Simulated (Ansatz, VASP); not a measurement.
## One calculation of WS2, two programs

INCAR

```
SYSTEM = WS2
ALGO     = Normal         ! electronic algorithm
EDIFF    = 1E-7           ! SCF threshold, eV
ENCUT    = 520            ! plane-wave cutoff, eV
GGA      = PS             ! functional
ISIF     = 2              ! what is computed and relaxed
ISMEAR   = 0              ! smearing method
LASPH    = .True.         ! aspherical terms in the spheres
LCHARG   = .False.        ! write CHGCAR
LREAL    = .False.        ! projectors in reciprocal space
LWAVE    = .False.        ! write WAVECAR
NBANDS   = 35             ! bands
NELM     = 80             ! most SCF steps
PREC     = Accurate       ! precision mode
SIGMA    = 0.05           ! smearing width, eV
```

Contents of KPOINTS:

```
k-points
0
Gamma
  10 6 10
  0 0 0
```

Contents of POSCAR:

```
WS2
1.0
   -3.1476068045      0.0000000000      0.0000000000
    0.0000000000      5.4518149077      0.0000000000
    1.5738034023     -0.9086358179     -6.3704647422
W S
2 4
Direct
    0.5011909613      0.5004157048      0.0023819226
    0.0008235797      0.0002558088      0.0016471594
    0.8753387618      0.6235465105      0.7506775237
    0.3807721440      0.1284904581      0.7615442879
    0.1212681241      0.7097220625      0.2425362481
    0.6267064291      0.2062694553      0.2534128583
```

Input for Ansatz:

```yaml
crystal:
  lattice:
    - [-3.1476068045, 0.0, 0.0]
    - [0.0, 5.4518149077, 0.0]
    - [1.5738034023, -0.9086358179, -6.3704647422]
  atoms:
    - { symbol: W, position: [0.5011909613, 0.5004157048, 0.0023819226] }
    - { symbol: W, position: [0.0008235797, 0.0002558088, 0.0016471594] }
    - { symbol: S, position: [0.8753387618, 0.6235465105, 0.7506775237] }
    - { symbol: S, position: [0.380772144, 0.1284904581, 0.7615442879] }
    - { symbol: S, position: [0.1212681241, 0.7097220625, 0.2425362481] }
    - { symbol: S, position: [0.6267064291, 0.2062694553, 0.2534128583] }
basis:
  ecutwfc: 420
kpoints:
  mp_grid: { grid: [10, 6, 10] }
hamiltonian:
  xc: pbesol
scf:
  occupations: { method: gaussian, width: 0.05 }
output:
  forces: true
  stress: true
  eigenvalues: true
  write_density: true
  write_potential: true
  elf: true
  volumetric_format: npy
```

Change from the starting cell: mode 11 (346.3 1/cm) frozen in, largest displacement +0.037 Å.

Alike in both runs: task single point; functional PBEsol; k mesh 10 × 6 × 10; occupations gaussian, width 0.05 eV; no spin polarisation.

|  | VASP | Ansatz |
| --- | --- | --- |
| version | VASP 6.6.1 | Ansatz 0.2.0 |
| potentials or method | VASP PAW PBE potentials, release 64 (W_sv, S), cutoff 520 eV | scalar-relativistic, plane waves, PAW |
| valence electrons in the cell | 52 | 52 |

```csv
,VASP,Ansatz,Ansatz less VASP
gap on the k mesh at the Fermi level (eV),1.17,1.15,-0.015
least direct gap on the mesh (eV),1.80,1.80,-0.001
pressure (GPa),0.2,0.1,-0.11
"traceless stress, the component that is largest in VASP (GPa)",0.04,0.05,+0.010
rms of the force components (eV/Å),0.254,0.252,-0.0015
```

VASP's potentials were made for PBE, not for PBEsol. Atom by atom the forces differ by 0.010 eV/Å (rms over components).

Neither program's run includes spin-orbit coupling.
